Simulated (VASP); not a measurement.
# V2MoSe6 (P-31m) in VASP: single point with PBE

Aim: the single point of V2MoSe6 with PBE.

Program: VASP 6.6.1. These are calculated values, not measurements. Logs are shortened: lines on timing, memory, paths and dates and some standing lists are left out, and cuts for length are marked.

## (1) The cell of the first run

The structure is trigonal, space group P-31m (No. 162). Conventional cell: a = 5.748 Å, b = 5.748 Å, c = 7.318 Å, α = 90.00°, β = 90.00°, γ = 120.00°. Within 3.4 Å of V (site symmetry 32) lie 6 Se at 2.49 Å and 3 V at 3.32 Å and 3 Mo at 3.32 Å. Mo (site symmetry -3m) has 6 Se at 2.55 Å and 6 V at 3.32 Å within 3.4 Å. Se (site symmetry m) has 2 V at 2.49 Å and 1 Mo at 2.55 Å and 6 Se at 3.28 to 3.40 Å within 3.5 Å.

## (2) Single point, PBE

INCAR

```
  ALGO = Normal
  EDIFF = 1E-6
  ENCUT = 520
  GGA = PE
  ISIF = 2
  ISMEAR = 0
  LASPH = T
  LCHARG = F
  LREAL = F
  LWAVE = F
  NBANDS = 48
  NELM = 80
  PREC = Accurate
  SIGMA = 0.1
```

KPOINTS

```
k-points
0
Gamma
  6 6 4
```

POSCAR

```
V2MoSe6
1.0
    5.7482446000      0.0000000000      0.0000000000
   -2.8741223000      4.9781258000      0.0000000000
    0.0000000000      0.0000000000      7.3176427000
V Mo Se
2 1 6
Direct
    0.3333333000      0.6666667000      0.0000000000
    0.6666667000      0.3333333000      0.0000000000
    0.0000000000      0.0000000000      0.0000000000
    0.3415670000      0.0000000000      0.2215260000
    0.0000000000      0.3415670000      0.2215260000
    0.6584330000      0.6584330000      0.2215260000
    0.6584330000      0.0000000000      0.7784740000
    0.3415670000      0.3415670000      0.7784740000
    0.0000000000      0.6584330000      0.7784740000
```

Potentials or basis: VASP PAW PBE potentials, release 64 (V_sv, Mo_sv, Se).

Started as:

```console
$ cat potpaw_PBE.64/V_sv/POTCAR potpaw_PBE.64/Mo_sv/POTCAR potpaw_PBE.64/Se/POTCAR > POTCAR
$ mpirun -np 1 vasp_std > vasp.out
```

OUTCAR:

```text
EDIFF = 1E-6
   ENCUT = 520
   GGA = PE
   ISIF = 2
   ISMEAR = 0
   LASPH = T
   LREAL = F
   NELM = 80
   PREC = Accurate

 ion  position               nearest neighbor table
   1  0.333  0.667  0.000-   4 2.49   9 2.49   7 2.49   5 2.49   8 2.49   6 2.49
   2  0.667  0.333  0.000-   7 2.49   5 2.49   4 2.49   9 2.49   6 2.49   8 2.49
   3  0.000  0.000  0.000-   5 2.55   6 2.55   8 2.55   9 2.55   4 2.55   7 2.55
   4  0.342  0.000  0.222-   1 2.49   2 2.49   3 2.55
   5  0.000  0.342  0.222-   2 2.49   1 2.49   3 2.55
   6  0.658  0.658  0.222-   2 2.49   1 2.49   3 2.55
   7  0.658  0.000  0.778-   2 2.49   1 2.49   3 2.55
   8  0.342  0.342  0.778-   1 2.49   2 2.49   3 2.55
   9  0.000  0.658  0.778-   1 2.49   2 2.49   3 2.55

  LATTYP: Found a hexagonal cell.
 ALAT       =     5.7482446000
 C/A-ratio  =     1.2730221501

  Lattice vectors:

 A1 = (   5.7482446000,   0.0000000000,   0.0000000000)
 A2 = (  -2.8741223000,   4.9781258000,   0.0000000000)
 A3 = (   0.0000000000,   0.0000000000,   7.3176427000)

Analysis of symmetry for initial positions (statically):
=====================================================================
 Subroutine PRICEL returns:
 Original cell was already a primitive cell.

 Routine SETGRP: Setting up the symmetry group for a
 hexagonal supercell.

 Subroutine GETGRP returns: Found 12 space group operations
 (whereof 12 operations were pure point group operations)
 out of a pool of 24 trial point group operations.

The static configuration has the point symmetry D_3d.

Analysis of symmetry for dynamics (positions and initial velocities):
=====================================================================
 Subroutine PRICEL returns:
 Original cell was already a primitive cell.

 Routine SETGRP: Setting up the symmetry group for a
 hexagonal supercell.

 Subroutine GETGRP returns: Found 12 space group operations
 (whereof 12 operations were pure point group operations)
 out of a pool of 24 trial point group operations.

The dynamic configuration has the point symmetry D_3d.

 Subroutine INISYM returns: Found 12 space group operations
 (whereof 12 operations are pure point group operations),
 and found     1 'primitive' translations

----------------------------------------------------------------------------------------

                                     Primitive cell

  volume of cell :     209.3979

  direct lattice vectors                    reciprocal lattice vectors
     5.748244600  0.000000000  0.000000000     0.173966153  0.100439406  0.000000000
    -2.874122300  4.978125800  0.000000000     0.000000000  0.200878813  0.000000000
     0.000000000  0.000000000  7.317642700     0.000000000  0.000000000  0.136656030

  length of vectors
     5.748244600  5.748244556  7.317642700     0.200878811  0.200878813  0.136656030

  position of ions in fractional coordinates (direct lattice)
     0.333333300  0.666666700  0.000000000
     0.666666700  0.333333300  0.000000000
     0.000000000  0.000000000  0.000000000
     0.341567000  0.000000000  0.221526000
     0.000000000  0.341567000  0.221526000
     0.658433000  0.658433000  0.221526000
     0.658433000  0.000000000  0.778474000
     0.341567000  0.341567000  0.778474000
     0.000000000  0.658433000  0.778474000

  ion indices of the primitive-cell ions
   primitive index   ion index
                 1           1
                 2           2
                 3           3
                 4           4
                 5           5
                 6           6
                 7           7
                 8           8
                 9           9

----------------------------------------------------------------------------------------

 KPOINTS: k-points

Automatic generation of k-mesh.
 Grid dimensions read from file:
 generate k-points for:    6    6    4

 Generating k-lattice:

  Cartesian coordinates                     Fractional coordinates (reciprocal lattice)
     0.028994359  0.016739901  0.000000000     0.166666667  0.000000000  0.000000000
     0.000000000  0.033479802  0.000000000     0.000000000  0.166666667  0.000000000
     0.000000000  0.000000000  0.034164007     0.000000000  0.000000000  0.250000000

  Length of vectors
     0.033479802  0.033479802  0.034164007

  Shift w.r.t. Gamma in fractional coordinates (k-lattice)
     0.000000000  0.000000000  0.000000000

 Subroutine IBZKPT returns following result:
 ===========================================

 Found     24 irreducible k-points:

 Following reciprocal coordinates:
            Coordinates               Weight
  0.000000  0.000000  0.000000      1.000000
  0.166667 -0.000000  0.000000      6.000000
  0.333333 -0.000000  0.000000      6.000000
  0.500000 -0.000000  0.000000      3.000000
  0.166667  0.166667  0.000000      6.000000
  0.333333  0.166667  0.000000     12.000000
[... 16 lines left out ...]
  0.333333  0.166667  0.500000     12.000000
  0.333333  0.333333  0.500000      2.000000
   k-points           NKPTS =     24   k-points in BZ     NKDIM =     24   number of bands    NBANDS=     48
   number of dos      NEDOS =    301   number of ions     NIONS =      9
   total plane-waves  NPLWV = 124416
   dimension x,y,z NGX =    48 NGY =   48 NGZ =   54
   dimension x,y,z NGXF=    96 NGYF=   96 NGZF=  108
   ions per type =               2   1   6
   NGX,Y,Z   is equivalent  to a cutoff of  13.88, 13.88, 12.27 a.u.
   NGXF,Y,Z  is equivalent  to a cutoff of  27.76, 27.76, 24.54 a.u.
 SYSTEM =  unknown system
   PREC   = accura    normal or accurate (medium, high low for compatibility)
   ISTART =      0    job   : 0-new  1-cont  2-samecut
   ICHARG =      2    charge: 1-file 2-atom 10-const
   ISPIN  =      1    spin polarized calculation?
   LNONCOLLINEAR =      F non collinear calculations
   LSORBIT =      F    spin-orbit coupling
   LASPH  =      T    aspherical Exc in radial PAW
   ENCUT  =  520.0 eV  38.22 Ry    6.18 a.u.  10.69 10.69 13.61*2*pi/ulx,y,z
   NELM   =     80;   NELMIN=  2; NELMDL= -5     # of ELM steps
   EDIFF  = 0.1E-05   stopping-criterion for ELM
   LREAL  =      F    real-space projection
   EDIFFG = 0.1E-04   stopping-criterion for IOM
   NSW    =      0    number of steps for IOM
   IBRION =     -1    ionic relax: 0-MD 1-quasi-New 2-CG
   NFREE  =      0    steps in history (QN), initial steepest desc. (CG)
   ISIF   =      2    stress and relaxation
   ISYM   =      2    0-nonsym 1-usesym 2-fastsym
   POTIM  = 0.5000    time-step for ionic-motion
   TEBEG  =    0.0;   TEEND  =   0.0 temperature during run
   PSTRESS=    0.0 pullay stress
   NELECT =      76.0000    total number of electrons
   NUPDOWN=      -1.0000    fix difference up-down
   EMIN   =  10.00;   EMAX   =-10.00  energy-range for DOS
   EFERMI =   0.00;   METHOD = LEGACY
   ISMEAR =     0;   SIGMA  =   0.10  broadening in eV -4-tet -1-fermi 0-gaus
   EFERMI_NEDOS =   21; number of points for ismear=-14 and -15
   IALGO  =     38    algorithm
   IMIX   =      4    mixing-type and parameters
     AMIX     =   0.40;   BMIX     =  1.00
     AMIX_MAG =   1.60;   BMIX_MAG =  1.00
  volume/ion in A,a.u.               =      23.27       157.01
  Fermi-wavevector in a.u.,A,eV,Ry     =   1.167764  2.206755 18.553909  1.363674
  Thomas-Fermi vector in A             =   2.304260
   LORBIT       =      0    0 simple, 1 ext, 2 COOP (PROOUT), +10 PAW based schemes
   GGA     = PE    functional components
   LHFCALC =     F    Hartree Fock is set to
   AEXX    =    0.0000 exact exchange contribution
   IVDW    =     0    specifies the selected vdW correction
   LEPSILON=     F    determine dielectric tensor
   LRPA    =     F    only Hartree local field effects (RPA)
 non-spin polarized calculation
 Gauss-broadening in eV      SIGMA  =   0.10
  energy-cutoff  :      520.00
  volume of cell :      209.40
 maximum number of plane-waves:      5691
 NGX is ok and might be reduce to    48
   NGX = 21   NGY = 21   NGZ = 27

 number of electron      76.0000008 magnetization

 Free energy of the ion-electron system (eV)
  ---------------------------------------------------
  ext. energy  EPLUGINS =         0.00000000
  ---------------------------------------------------
  free energy    TOTEN  =       -55.51080457 eV

  energy without entropy =      -55.49036413  energy(sigma->0) =      -55.50058435

 E-fermi :   4.2873     XC(G=0):  -9.4799

 val. band max:        4.2403478899   @ k =   0.1667  -0.0000   0.5000
 cond. band min:       4.2934056788   @ k =   0.5000  -0.0000   0.0000
 fundamental gap:      0.0530577889
 Fermi energy:         4.2872554279

 k-point     1 :       0.0000    0.0000    0.0000
  band No.  band energies     occupation
      1     -60.3604      2.00000
      2     -60.3540      2.00000
      3     -56.9570      2.00000
      4     -34.2916      2.00000
      5     -34.2916      2.00000
      6     -34.2501      2.00000
[... 40 lines left out ...]
     47       6.6497      0.00000
     48       6.9682      0.00000

 k-point     2 :       0.1667   -0.0000    0.0000
  band No.  band energies     occupation
      1     -60.3600      2.00000
      2     -60.3544      2.00000
      3     -56.9570      2.00000
      4     -34.2927      2.00000
      5     -34.2897      2.00000
      6     -34.2519      2.00000
[... 40 lines left out ...]
     47       6.4642      0.00000
     48       7.0983      0.00000

 k-point     3 :       0.3333   -0.0000    0.0000
  band No.  band energies     occupation
      1     -60.3591      2.00000
      2     -60.3553      2.00000
      3     -56.9570      2.00000
      4     -34.2948      2.00000
      5     -34.2847      2.00000
      6     -34.2568      2.00000
[... 40 lines left out ...]
     47       6.8475      0.00000
     48       6.9799      0.00000

 k-point     4 :       0.5000   -0.0000    0.0000
  band No.  band energies     occupation
      1     -60.3583      2.00000
      2     -60.3561      2.00000
      3     -56.9570      2.00000
      4     -34.2957      2.00000
      5     -34.2810      2.00000
      6     -34.2604      2.00000
[... 958 lines left out ...]
     47       6.5443      0.00000
     48       6.5931      0.00000

 k-point    23 :       0.3333    0.1667    0.5000
  band No.  band energies     occupation
      1     -60.3583      2.00000
      2     -60.3561      2.00000
      3     -56.9570      2.00000
      4     -34.2959      2.00000
      5     -34.2796      2.00000
      6     -34.2622      2.00000
[... 40 lines left out ...]
     47       6.6254      0.00000
     48       7.0324      0.00000

 k-point    24 :       0.3333    0.3333    0.5000
  band No.  band energies     occupation
      1     -60.3572      2.00000
      2     -60.3572      2.00000
      3     -56.9570      2.00000
      4     -34.2966      2.00000
      5     -34.2711      2.00000
      6     -34.2711      2.00000
[... 40 lines left out ...]
     47       6.8351      0.00000
     48       6.8351      0.00000

------------------------ aborting loop because EDIFF is reached ----------------------------------------

  FORCE on cell =-STRESS in cart. coord.  units (eV):
  Direction    XX          YY          ZZ          XY          YZ          ZX
  --------------------------------------------------------------------------------------
  -------------------------------------------------------------------------------------
  Total        0.2186256      0.2186256      0.2224430      0.0000000      0.0000000      0.0000000
  in kB        1.6727815      1.6727815      1.7019903      0.0000000      0.0000000      0.0000000
  external PRESSURE =       1.6825177 kB  Pullay stress =       0.0000000 kB

 VOLUME and BASIS-vectors are now :
 -----------------------------------------------------------------------------
  energy-cutoff  :      520.00
  volume of cell :      209.40
      direct lattice vectors                 reciprocal lattice vectors
     5.748244600  0.000000000  0.000000000     0.173966153  0.100439406  0.000000000
    -2.874122300  4.978125800  0.000000000     0.000000000  0.200878813  0.000000000
     0.000000000  0.000000000  7.317642700     0.000000000  0.000000000  0.136656030

 POSITION                                       TOTAL-FORCE (eV/Angst)
 -----------------------------------------------------------------------------------
     -0.00000      3.31875      0.00000        -0.000000      0.000000     -0.000000
      2.87412      1.65938      0.00000        -0.000000      0.000000     -0.000000
      0.00000      0.00000      0.00000        -0.000000      0.000000     -0.000000
      1.96341      0.00000      1.62105         0.005130      0.000000      0.018064
     -0.98171      1.70036      1.62105        -0.002565      0.004443      0.018064
      1.89242      3.27776      1.62105        -0.002565     -0.004443      0.018064
      3.78483      0.00000      5.69659        -0.005130      0.000000     -0.018064
      0.98171      1.70036      5.69659         0.002565      0.004443     -0.018064
     -1.89242      3.27776      5.69659         0.002565     -0.004443     -0.018064
 -----------------------------------------------------------------------------------
    total drift:                                0.000000     -0.000000      0.000000

  FREE ENERGIE OF THE ION-ELECTRON SYSTEM (eV)
  ---------------------------------------------------
  free  energy   TOTEN  =       -55.5108045725 eV

  energy  without entropy=      -55.4903641282  energy(sigma->0) =      -55.50058435
```

Wall time 8.8 min (1 thread of AMD EPYC 7R43 (Zen 3), shared host); peak memory 0.43 GiB.

What came out:

- Free energy: -55.5108 eV
- Pressure: 0.2 GPa
- Largest force: 0.019 eV/Å
- Band gap on the k mesh: zero (bands 38 and 39 overlap by 1.68 eV)

Forces on the atoms (eV/Å):
```
V    0.000  0.000  0.000
V    0.000  0.000  0.000
Mo   0.000  0.000  0.000
Se   0.005  0.000  0.018
Se  -0.003  0.004  0.018
Se  -0.003 -0.004  0.018
Se  -0.005  0.000 -0.018
Se   0.003  0.004 -0.018
Se   0.003 -0.004 -0.018
```

Levels at points of the mesh, in eV from the Fermi level:
```
           k point  band 35  band 36  band 37  band 38  band 39  band 40  band 41  band 42
(0.00, 0.00, 0.00)    -0.37    -0.16    -0.16     0.84     0.84     0.88     0.88     0.91
(0.50, 0.00, 0.00)    -1.29    -0.96    -0.90    -0.21     0.01     0.76     0.81     0.99
(0.00, 0.00, 0.50)    -0.16    -0.16     0.05     0.72     0.72     0.84     0.84     0.86
(0.50, 0.00, 0.50)    -1.45    -1.08    -0.86    -0.05     0.13     0.57     0.63     0.97
```

Caveat: this functional lacks dispersion, which binds the layers, so the pressure and a relaxed spacing across them are unreliable; the run has no spin polarisation, though such a crystal can be magnetic.
